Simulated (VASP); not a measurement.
# Ga (C2/c) in VASP: notebook, part 2 of 2

VASP 6.6.1.

## (5) Single point, PBEsol (engineering shear strain xz -0.2000, normal strain along z -0.1500)

File INCAR:

```
SYSTEM = Ga
ALGO = Fast
EDIFF = 1E-6
ENCUT = 520
GGA = PS
ISIF = 2
ISMEAR = 0
LASPH = .TRUE.
LCHARG = .TRUE.
LELF = .TRUE.
LREAL = .FALSE.
LVHAR = .TRUE.
LWAVE = .FALSE.
NBANDS = 34
NELM = 60
PREC = Accurate
SIGMA = 0.15
```

File KPOINTS:

```
k-points
0
G
  10 10 10
  0 0 0
```

File POSCAR:

```
Ga
1.0
    2.2350478178     -3.7986615528     -0.2235047818
    2.2350478178      3.7986615528     -0.2235047818
   -0.4489776120      0.0000000000      3.8163097021
Ga
4
Direct
    0.1559156097      0.8440843903      0.0832479706
    0.6559156097      0.3440843903      0.4167520294
    0.8440843903      0.1559156097      0.9167520294
    0.3440843903      0.6559156097      0.5832479706
```

Potentials or basis: VASP PAW PBE potentials, release 64 (Ga_d).

Launch:

```
> cat potpaw_PBE.64/Ga_d/POTCAR > POTCAR
> mpirun -np 1 vasp_std > vasp.out
```

OUTCAR:

```text
SYSTEM = Ga
   EDIFF = 1E-6
   ENCUT = 520
   GGA = PS
   ISIF = 2
   ISMEAR = 0
   LASPH = .TRUE.
   LREAL = .FALSE.
   NELM = 60
   PREC = Accurate

 ion  position               nearest neighbor table
   1  0.156  0.844  0.083-   2 2.33   4 2.39   4 2.39   3 2.45   3 2.62   2 2.82   3 2.85
   2  0.656  0.344  0.417-   1 2.33   3 2.39   3 2.39   4 2.45   4 2.62   1 2.82   4 2.85
   3  0.844  0.156  0.917-   4 2.33   2 2.39   2 2.39   1 2.45   1 2.62   4 2.82   1 2.85
   4  0.344  0.656  0.583-   3 2.33   1 2.39   1 2.39   2 2.45   2 2.62   3 2.82   2 2.85

  LATTYP: Found a base centered monoclinic cell.
 ALAT       =     4.4923905152
 B/A-ratio  =     1.6911537587
 C/A-ratio  =     0.8553640602
 COS(beta)  =    -0.2150835654

  Lattice vectors:

 A1 = (   2.2350478178,  -3.7986615528,  -0.2235047818)
 A2 = (   2.2350478178,   3.7986615528,  -0.2235047818)
 A3 = (  -0.4489776120,   0.0000000000,   3.8163097021)

Analysis of symmetry for initial positions (statically):
=====================================================================
 Subroutine PRICEL returns:
 Original cell was already a primitive cell.

 Routine SETGRP: Setting up the symmetry group for a
 base centered monoclinic supercell.

 Subroutine GETGRP returns: Found  4 space group operations
 (whereof  2 operations were pure point group operations)
 out of a pool of  4 trial point group operations.

The static configuration has the point symmetry S_2 .
 The point group associated with its full space group is C_2h.

Analysis of symmetry for dynamics (positions and initial velocities):
=====================================================================
 Subroutine PRICEL returns:
 Original cell was already a primitive cell.

 Routine SETGRP: Setting up the symmetry group for a
 base centered monoclinic supercell.

 Subroutine GETGRP returns: Found  4 space group operations
 (whereof  2 operations were pure point group operations)
 out of a pool of  4 trial point group operations.

The dynamic configuration has the point symmetry S_2 .
 The point group associated with its full space group is C_2h.

 Subroutine INISYM returns: Found  4 space group operations
 (whereof  2 operations are pure point group operations),
 and found     1 'primitive' translations

----------------------------------------------------------------------------------------

                                     Primitive cell

  volume of cell :      64.0400

  direct lattice vectors                    reciprocal lattice vectors
     2.235047818 -3.798661553 -0.223504782     0.226372061 -0.131625309  0.026632007
     2.235047818  3.798661553 -0.223504782     0.226372061  0.131625309  0.026632007
    -0.448977612  0.000000000  3.816309702     0.026515268  0.000000000  0.265152684

  length of vectors
     4.413074068  4.413074068  3.842629391     0.263208654  0.263208654  0.266475150

  position of ions in fractional coordinates (direct lattice)
     0.155915610  0.844084390  0.083247971
     0.655915610  0.344084390  0.416752029
     0.844084390  0.155915610  0.916752029
     0.344084390  0.655915610  0.583247971

  ion indices of the primitive-cell ions
   primitive index   ion index
                 1           1
                 2           2
                 3           3
                 4           4

[... 26 lines left out ...]
 Following reciprocal coordinates:
            Coordinates               Weight
  0.000000  0.000000  0.000000      1.000000
  0.100000 -0.000000 -0.000000      4.000000
  0.200000 -0.000000 -0.000000      4.000000
  0.300000 -0.000000 -0.000000      4.000000
  0.400000 -0.000000 -0.000000      4.000000
  0.500000 -0.000000  0.000000      2.000000
[... 16 lines left out ...]
  0.300000  0.300000 -0.000000      2.000000
  0.400000  0.300000 -0.000000      4.000000
 [... further k-points ...]
   k-points           NKPTS =    282   k-points in BZ     NKDIM =    282   number of bands    NBANDS=     34
   number of dos      NEDOS =    301   number of ions     NIONS =      4
   total plane-waves  NPLWV =  38880
   dimension x,y,z NGX =    36 NGY =   36 NGZ =   30
   dimension x,y,z NGXF=    72 NGYF=   72 NGZF=   60
   ions per type =               4
   NGX,Y,Z   is equivalent  to a cutoff of  13.56, 13.56, 12.98 a.u.
   NGXF,Y,Z  is equivalent  to a cutoff of  27.12, 27.12, 25.96 a.u.
 SYSTEM =  Ga
   PREC   = accura    normal or accurate (medium, high low for compatibility)
   ISTART =      0    job   : 0-new  1-cont  2-samecut
   ICHARG =      2    charge: 1-file 2-atom 10-const
   ISPIN  =      1    spin polarized calculation?
   LNONCOLLINEAR =      F non collinear calculations
   LSORBIT =      F    spin-orbit coupling
   LASPH  =      T    aspherical Exc in radial PAW
   ENCUT  =  520.0 eV  38.22 Ry    6.18 a.u.   8.21  8.21  7.14*2*pi/ulx,y,z
   NELM   =     60;   NELMIN=  2; NELMDL= -5     # of ELM steps
   EDIFF  = 0.1E-05   stopping-criterion for ELM
   LREAL  =      F    real-space projection
   EDIFFG = 0.1E-04   stopping-criterion for IOM
   NSW    =      0    number of steps for IOM
   IBRION =     -1    ionic relax: 0-MD 1-quasi-New 2-CG
   NFREE  =      0    steps in history (QN), initial steepest desc. (CG)
   ISIF   =      2    stress and relaxation
   ISYM   =      2    0-nonsym 1-usesym 2-fastsym
   POTIM  = 0.5000    time-step for ionic-motion
   TEBEG  =    0.0;   TEEND  =   0.0 temperature during run
   PSTRESS=    0.0 pullay stress
   NELECT =      52.0000    total number of electrons
   NUPDOWN=      -1.0000    fix difference up-down
   EMIN   =  10.00;   EMAX   =-10.00  energy-range for DOS
   EFERMI =   0.00;   METHOD = LEGACY
   ISMEAR =     0;   SIGMA  =   0.15  broadening in eV -4-tet -1-fermi 0-gaus
   EFERMI_NEDOS =   21; number of points for ismear=-14 and -15
   IALGO  =     68    algorithm
   IMIX   =      4    mixing-type and parameters
     AMIX     =   0.40;   BMIX     =  1.00
     AMIX_MAG =   1.60;   BMIX_MAG =  1.00
  volume/ion in A,a.u.               =      16.01       108.04
  Fermi-wavevector in a.u.,A,eV,Ry     =   1.527304  2.886186 31.737731  2.332657
  Thomas-Fermi vector in A             =   2.635219
   LORBIT       =      0    0 simple, 1 ext, 2 COOP (PROOUT), +10 PAW based schemes
   GGA     = PS    functional components
   LHFCALC =     F    Hartree Fock is set to
   AEXX    =    0.0000 exact exchange contribution
   IVDW    =     0    specifies the selected vdW correction
   LEPSILON=     F    determine dielectric tensor
   LRPA    =     F    only Hartree local field effects (RPA)
 non-spin polarized calculation
 RMM-DIIS sequential band-by-band and
 Gauss-broadening in eV      SIGMA  =   0.15
  energy-cutoff  :      520.00
  volume of cell :       64.04
 maximum number of plane-waves:      1741
 NGX is ok and might be reduce to    36
   NGX = 17   NGY = 17   NGZ = 15

 number of electron      52.0000007 magnetization

 Free energy of the ion-electron system (eV)
  ---------------------------------------------------
  ext. energy  EPLUGINS =         0.00000000
  ---------------------------------------------------
  free energy    TOTEN  =       -12.04425561 eV

  energy without entropy =      -12.02838672  energy(sigma->0) =      -12.03632117

 E-fermi :   6.9299     XC(G=0): -11.8319

 val. band max:        6.9265094703   @ k =  -0.4000   0.5000   0.4000
 cond. band min:       6.9365358765   @ k =  -0.3000   0.5000   0.3000
 fundamental gap:      0.0100264062
 Fermi energy:         6.9298780716

 k-point     1 :       0.0000    0.0000    0.0000
  band No.  band energies     occupation
      1      -8.7720      2.00000
      2      -8.7623      2.00000
      3      -8.7274      2.00000
      4      -8.6797      2.00000
      5      -8.5902      2.00000
      6      -8.5421      2.00000
[... 877 lines left out ...]
     33      13.9985      0.00000
     34      16.2535      0.00000

 [... further k-points ...]

------------------------ aborting loop because EDIFF is reached ----------------------------------------

  FORCE on cell =-STRESS in cart. coord.  units (eV):
  Direction    XX          YY          ZZ          XY          YZ          ZX
  --------------------------------------------------------------------------------------
  -------------------------------------------------------------------------------------
  Total       10.1274842      5.0928483     10.2898168      0.0000000      0.0000000      3.4485507
  in kB      253.3732543    127.4148174    257.4345519      0.0000000      0.0000000     86.2771530
  external PRESSURE =     212.7408745 kB  Pullay stress =       0.0000000 kB

 VOLUME and BASIS-vectors are now :
 -----------------------------------------------------------------------------
  energy-cutoff  :      520.00
  volume of cell :       64.04
      direct lattice vectors                 reciprocal lattice vectors
     2.235047818 -3.798661553 -0.223504782     0.226372061 -0.131625309  0.026632007
     2.235047818  3.798661553 -0.223504782     0.226372061  0.131625309  0.026632007
    -0.448977612  0.000000000  3.816309702     0.026515268  0.000000000  0.265152684

 POSITION                                       TOTAL-FORCE (eV/Angst)
 -----------------------------------------------------------------------------------
      2.19767      2.61412      0.09420        -1.084160      1.244971     -0.575321
      2.04794     -1.18454      1.36695         1.084160      1.244971      0.575321
      1.82345     -2.61412      3.27510         1.084160     -1.244971      0.575321
      1.97318      1.18454      2.00235        -1.084160     -1.244971     -0.575321
 -----------------------------------------------------------------------------------
    total drift:                               -0.000000     -0.000000      0.000000

  FREE ENERGIE OF THE ION-ELECTRON SYSTEM (eV)
  ---------------------------------------------------
  free  energy   TOTEN  =       -12.0442556116 eV

  energy  without entropy=      -12.0283867206  energy(sigma->0) =      -12.03632117
```

stdout:

```text
POSCAR found type information on POSCAR Ga
 POSCAR found :  1 types and       4 ions
 scaLAPACK will be used
 -----------------------------------------------------------------------------
|                                                                             |
|                                                                             |
|     You enforced a specific xc type in the INCAR file but a different       |
|     I HOPE YOU KNOW WHAT YOU ARE DOING!                                     |
|                                                                             |
 -----------------------------------------------------------------------------

 LDA part: xc-table for (Slater+PW92), standard interpolation
 POSCAR, INCAR and KPOINTS ok, starting setup
 FFT: planning ... GRIDC
 FFT: planning ... GRID_SOFT
 FFT: planning ... GRID
 WAVECAR not read
 entering main loop
WARNING in EDDRMM: call to ZHEGV failed, returncode =   8  4     31
WARNING in EDDRMM: call to ZHEGV failed, returncode =   8  4     29
WARNING in EDDRMM: call to ZHEGV failed, returncode =   8  4     28
WARNING in EDDRMM: call to ZHEGV failed, returncode =   8  4     29
WARNING in EDDRMM: call to ZHEGV failed, returncode =   6  3     28
WARNING in EDDRMM: call to ZHEGV failed, returncode =   8  4     29
WARNING in EDDRMM: call to ZHEGV failed, returncode =   8  4     30
WARNING in EDDRMM: call to ZHEGV failed, returncode =   6  3     32
```

Run time: 11 min. Hardware: 1 thread of Oxide Virtual Turin-like, shared host; peak memory 0.48 GiB.

Results:

* Free energy: -12.0443 eV
* Pressure: 21.3 GPa
* Largest force: 1.748 eV/Å
* Band gap on the k mesh: zero (bands 26 and 27 overlap by 3.32 eV)

Forces in eV/Å, atoms in the order of the input:
```
Ga  -1.084  1.245 -0.575
Ga   1.084  1.245  0.575
Ga   1.084 -1.245  0.575
Ga  -1.084 -1.245 -0.575
```

Stress tensor (GPa, compression positive):
```
25.34  0.00  8.63
 0.00 12.74  0.00
 8.63  0.00 25.74
```

Levels at points of the mesh, in eV from the Fermi level:
| k point | band 23 | band 24 | band 25 | band 26 | band 27 | band 28 | band 29 | band 30 |
| --- | --- | --- | --- | --- | --- | --- | --- | --- |
| (0.00, 0.00, 0.00) | -2.91 | -2.75 | -2.62 | -2.09 | -0.22 | 0.38 | 0.81 | 3.53 |
| (0.50, 0.00, 0.00) | -4.55 | -4.06 | -1.74 | 0.64 | 1.58 | 4.48 | 4.55 | 4.78 |
| (0.50, 0.50, 0.00) | -4.78 | -4.51 | -0.64 | 0.30 | 1.95 | 2.03 | 2.89 | 3.22 |
| (0.00, 0.00, 0.50) | -2.39 | -2.39 | -0.71 | -0.71 | 1.41 | 1.41 | 1.62 | 1.62 |
| (0.50, 0.00, 0.50) | -6.43 | -6.30 | -3.05 | -1.43 | -0.62 | 1.03 | 5.36 | 6.20 |
| (0.50, 0.50, 0.50) | -6.08 | -6.08 | -3.10 | -3.10 | 0.22 | 0.22 | 6.85 | 6.85 |

Caveat: the cell differs from its parent crystal (engineering shear strain xz -0.2000, normal strain along z -0.1500); the stress differs along the axes, from 13 to 26 GPa; the PAW data sets were made with another functional, which shifts forces and pressure a little.

## (6) The runs side by side

```csv
cell,further INCAR settings,gap on the mesh (eV),pressure (GPa),largest force (eV/Å)
"a = 4.420, b = 4.420, c = 4.318 Å, angles 98.8, 98.8, 118.5°, 4 atoms",ALGO = Fast; EDIFF = 1e-07; NBANDS = 34,none,12.0,1.61
"a = 4.413, b = 4.413, c = 4.289 Å, angles 95.9, 95.9, 118.8°, 4 atoms",ALGO = Fast; EDIFF = 1e-06; NBANDS = 34,none,7.6,0.77
"a = 4.420, b = 4.420, c = 3.875 Å, angles 99.4, 99.4, 118.5°, 4 atoms",ALGO = Fast; EDIFF = 1e-06; NBANDS = 34,none,27.3,2.48
"a = 4.413, b = 4.413, c = 3.843 Å, angles 96.3, 96.3, 118.8°, 4 atoms",ALGO = Fast; EDIFF = 1e-06; NBANDS = 34,none,21.3,1.75
```

Alike in all rows: task single point; level PBEsol; potentials or basis VASP PAW PBE potentials, release 64 (Ga_d); no spin polarisation; k mesh 10 × 10 × 10; cutoff (eV) 520; smearing gaussian 0.15 eV.

Caveats: the PAW data sets were made with another functional, which shifts forces and pressure a little; the stress differs along the axes, from 5 to 19 GPa (at least some runs); the stress differs along the axes, from 3 to 11 GPa (at least some runs); the stress differs along the axes, from 17 to 38 GPa (at least some runs); the stress differs along the axes, from 13 to 26 GPa (at least some runs).

Absolute energies hang on the potentials; compare differences alone.
